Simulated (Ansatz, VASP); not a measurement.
**MgS: VASP beside Ansatz**

```
Mg S
1.0
     3.27614    0.00000    0.00000
     0.00000    3.27614    0.00000
     0.00000    0.00000    3.27614
Mg S
1 1
Direct
  0.00000 0.00000 0.00000
  0.50000 0.50000 0.50000
```

Alike in both runs: functional PBE; k mesh 16 × 16 × 16; occupations gaussian, width 0.1 eV; no spin polarisation.

Ansatz relaxed the structure, and its values are those at the end. VASP's run is a single point on that final structure, the one shown.

|  | VASP | Ansatz |
| --- | --- | --- |
| version | VASP 6.6.1 | Ansatz 0.2.0 |
| potentials or method | VASP PAW PBE potentials, release 64 (Mg, S), cutoff 520 eV | scalar-relativistic, plane waves, PAW |
| valence electrons in the cell | 8 | 16 |

|  | VASP | Ansatz | Ansatz less VASP |
| --- | --- | --- | --- |
| gap on the k mesh at the Fermi level (eV) | none | none | - |
| pressure (GPa) | -0.3 | 0.0 | +0.30 |

A gap of «none» marks a metal or a gap that the smearing closes. The functional is the same, so the differences come from potentials, cutoffs and numerics. VASP's potentials hold 8 valence electrons a cell and Ansatz's 16, so a difference there can come from the potentials and not from the codes.
